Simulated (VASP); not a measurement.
Wanted: the native input for a VASP 6.6.1 run.

```yaml
Task: single point
Functional: PBEsol
Potentials_or_basis: VASP PAW PBE potentials, release 64 (Sb)
Cutoff: 500 eV
k_mesh: 11 × 11 × 11
Occupations: methfessel-paxton, width 0.05 eV
Spin: no spin polarisation
Dipole_correction: no
Further_INCAR_settings: ALGO = Normal; EDIFF = 1e-06; NBANDS = 8
```

The structure of Sb lies in POSCAR:

```
Sb
1.0
   -1.5765401850      1.5765401850      2.7119384300
    1.5765401850     -1.5765401850      2.7119384300
    1.5765401850      1.5765401850     -2.7119384300
Sb
1
Direct
    0.0000000000      0.0000000000      0.0000000000
```

The input as run:

INCAR

```
SYSTEM = Sb
PREC     = Accurate       ! precision mode
ENCUT    = 500            ! plane-wave cutoff, eV
EDIFF    = 1E-6           ! SCF threshold, eV
ISMEAR   = 1              ! smearing method
SIGMA    = 0.05           ! smearing width, eV
LREAL    = .False.        ! projectors in reciprocal space
LASPH    = .True.         ! aspherical terms in the spheres
NELM     = 120            ! most SCF steps
ALGO     = Normal         ! electronic algorithm
ISIF     = 2              ! what is computed and relaxed
LWAVE    = .False.        ! write WAVECAR
LCHARG   = .False.        ! write CHGCAR
GGA      = PS             ! functional
NBANDS   = 8              ! bands
GGA_COMPAT= .False.
```

KPOINTS

```
regular mesh
0
Gamma
  11 11 11
  0 0 0
```

Potentials or basis: VASP PAW PBE potentials, release 64 (Sb).

Command:

```sh
$ cat potpaw_PBE.64/Sb/POTCAR > POTCAR
$ mpirun -np 1 vasp_std > vasp.out
```

Results of the run:

* Pressure: -1.4 GPa
* Band gap on the k mesh: zero (an odd number of electrons rules out a gap without spin polarisation)

Caveat: the PAW data sets were made with another functional, which shifts forces and pressure a little; spin-orbit coupling is left out, which moves the levels of the heavy elements.

Run time: 16 s on 1 thread of AMD EPYC 7R13 Processor (Zen 3), on a shared host, peak memory 0.14 GiB.
